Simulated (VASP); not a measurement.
Ta:

```
Ta
1.0
    -1.65128    1.65128    1.65128
     1.65128   -1.65128    1.65128
     1.65128    1.65128   -1.65128
Ta
1
Cartesian
  0.0000 0.0000 0.0000
```

| Quantity | Value |
| --- | --- |
| Program | VASP 6.6.1 |
| Task | relaxation of cell and atoms |
| Functional | PBEsol |
| Potentials or basis | VASP PAW PBE potentials, release 64 (Ta_pv) |
| Cutoff | 600 eV |
| k mesh | 20 × 20 × 20 |
| Occupations | fermi-dirac, width 0.08 eV |
| Spin | no spin polarisation |

At the start: pressure -3.6 GPa; volume 18.01 Å³/atom.

How do energy, volume and symmetry change on relaxing?

Over 6 steps the energy falls by 3.5 meV/atom and the volume is 17.70 Å³/atom (-1.7 %); space group Im-3m (No. 229, to 0.1 Å) before and after.

Step by step:
```
step  energy change (eV)  largest force (eV/Å)  pressure (GPa)  volume (Å³)
   1              0.0000                0.0000           -3.56        18.01
   2              0.0163                0.0000            9.28        16.99
   3             -0.0035                0.0000           -0.05        17.70
   4             -0.0035                0.0000            0.02        17.70
   5             -0.0035                0.0000           -0.03        17.70
   6             -0.0035                0.0000           -0.01        17.70
```

Final structure:
```
Ta
1.0
    -1.64168    1.64168    1.64168
     1.64168   -1.64168    1.64168
     1.64168    1.64168   -1.64168
Ta
1
Cartesian
  0.0000 0.0000 0.0000
```

Caveat: the PAW data sets were made with another functional, which shifts forces and pressure a little.
